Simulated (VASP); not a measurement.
The system is Ca3Si2N.

```
Ca Si N
1.0
     3.68999    0.00000    0.00000
     0.00000    3.68999    0.00000
     0.00000    0.00000    8.12913
Ca Si N
3 2 1
Direct
  0.50000 0.50000 0.00000
  0.00000 0.50000 0.37863
  0.50000 0.00000 0.62137
  0.00000 0.50000 0.73761
  0.50000 0.00000 0.26239
  0.00000 0.00000 0.00000
```

The cell was built from a structure type or drawn by symmetry, and may not be a known phase.

- Program: VASP 6.6.1
- Task: relaxation of cell and atoms
- Functional: PBE
- Potentials or basis: VASP PAW PBE potentials, release 64 (Ca_sv, Si, N)
- Cutoff: 600 eV
- k mesh: 6 × 6 × 2
- Occupations: gaussian, width 0.1 eV
- Spin: no spin polarisation

At the start: pressure 13.0 GPa; volume 18.45 Å³/atom.

Task: Where does the relaxation end?

Result: Over 10 steps the energy falls by 154.5 meV/atom and the volume is 22.40 Å³/atom (+21.4 %); space group P-4m2 (No. 115, to 0.1 Å) before and after.

The path:
| step | energy change (eV) | largest force (eV/Å) | pressure (GPa) | volume (Å³) |
| --- | --- | --- | --- | --- |
| 1 | 0.0000 | 0.6079 | 13.01 | 110.69 |
| 2 | -0.8411 | 0.5640 | -0.97 | 136.46 |
| 3 | -0.8462 | 0.5670 | -0.17 | 134.11 |
| 4 | -0.8461 | 0.5663 | -0.34 | 134.61 |
| 5 | -0.8765 | 0.4352 | -0.26 | 134.53 |
| 6 | -0.9190 | 0.1391 | 0.13 | 134.27 |
| 7 | -0.9193 | 0.1470 | 0.18 | 134.25 |
| 8 | -0.9247 | 0.0817 | -0.11 | 135.03 |
| 9 | -0.9257 | 0.0379 | -0.30 | 135.56 |
| 10 | -0.9267 | 0.0089 | 0.12 | 134.40 |

Final structure:
```yaml
crystal:
  lattice:
    - [3.91724, 0.00000, 0.00000]
    - [0.00000, 3.91724, 0.00000]
    - [0.00000, 0.00000, 8.75885]
  atoms:
    - { symbol: Ca, position: [0.50000, 0.50000, 0.00000] }
    - { symbol: Ca, position: [0.00000, 0.50000, 0.35916] }
    - { symbol: Ca, position: [0.50000, 0.00000, 0.64084] }
    - { symbol: Si, position: [0.00000, 0.50000, 0.74538] }
    - { symbol: Si, position: [0.50000, 0.00000, 0.25462] }
    - { symbol: N, position: [0.00000, 0.00000, 0.00000] }
```

Caveat: the k points lie up to 0.36 Å⁻¹ apart in the final cell, too coarse for converged energies and pressures of a metal; the volume moved by over 15 % at a fixed basis, so the end points are rough.
